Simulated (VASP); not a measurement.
**NbP (zincblende type): single point with PBE+D3(BJ)**

Crystal: NbP (zincblende type).

```
Nb P
1.0
     0.00000    2.57157    2.57157
     2.57157    0.00000    2.57157
     2.57157    2.57157    0.00000
Nb P
1 1
Cartesian
  0.0000 0.0000 0.0000
  1.2858 1.2858 1.2858
```

```yaml
Program: VASP 6.6.1
Task: single point
Functional: PBE
Dispersion: D3(BJ)
Potentials_or_basis: VASP PAW PBE potentials, release 64 (Nb_sv, P)
Cutoff: 500 eV
k_mesh: 12 × 12 × 12
Occupations: fermi-dirac, width 0.08 eV
Spin: no spin polarisation
Dipole_correction: no
Further_INCAR_settings: ALGO = Normal; EDIFF = 1e-06; NBANDS = 16
```

```
Pressure                   : 37.8 GPa
Band gap on the k mesh     : zero (band 9 reaches 10.47 eV, above the bottom of band 10 at 9.48 eV)
Dispersion energy per atom : -0.591 eV
```

Levels at points of the mesh, in eV from the Fermi level:
```csv
k point,band 6,band 7,band 8,band 9,band 10,band 11,band 12,band 13
"(0.00, 0.00, 0.00)",-4.47,-4.47,-4.47,-0.06,-0.06,3.92,6.73,6.73
"(0.50, 0.00, 0.00)",-4.73,-3.90,-3.90,0.74,0.74,1.30,4.36,4.36
"(0.50, 0.50, 0.00)",-6.02,-2.06,-2.06,-1.61,1.64,1.76,2.06,2.06
```

It took 35 s on 1 thread of Intel(R) Xeon(R) Platinum 8375C CPU @ 2.90GHz (Ice Lake), on a shared host, peak memory 0.19 GiB.

Caveat: pairwise dispersion overbinds metals, which lowers pressure and volume.
